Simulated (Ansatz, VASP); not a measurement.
# WC: VASP beside Ansatz

```xyz
2
Lattice="2.8984 0.0000 0.0000 -1.4492 2.5101 0.0000 0.0000 0.0000 2.8276" Properties=species:S:1:pos:R:3 pbc="T T T"
W     0.0000    0.0000   -0.0172
C     1.4492    0.8367    1.6763
```

Change from the starting cell: mode 4 (591.2 1/cm) frozen in, largest displacement +0.263 Å.

Alike in both runs: task single point; functional PBEsol; k mesh 24 × 24 × 22; occupations gaussian, width 0.15 eV; no spin polarisation.

```csv
,VASP,Ansatz
version,VASP 6.6.1,Ansatz 0.2.0
potentials or method,"VASP PAW PBE potentials, release 64 (W_sv, C), cutoff 520 eV","scalar-relativistic, plane waves, PAW"
valence electrons in the cell,18,18
```

Ansatz gave:

| Property | Result |
| --- | --- |
| gap on the k mesh at the Fermi level (eV) | none |
| pressure (GPa) | 17.7 |
| traceless stress, the component that is largest in VASP (GPa) | 1.08 |
| rms of the force components (eV/Å) | 2.647 |

What did VASP give for the same quantities?

gap on the k mesh at the Fermi level (eV): none; pressure (GPa): 19.3; traceless stress, the component that is largest in VASP (GPa): 1.18; rms of the force components (eV/Å): 2.676.

VASP's potentials were made for PBE, not for PBEsol. Atom by atom the forces differ by 0.029 eV/Å (rms over components). A gap of «none» marks a metal or a gap that the smearing closes. With one functional, cell and mesh, what is left measures potentials, basis and numerics.

Spin-orbit coupling is off throughout.
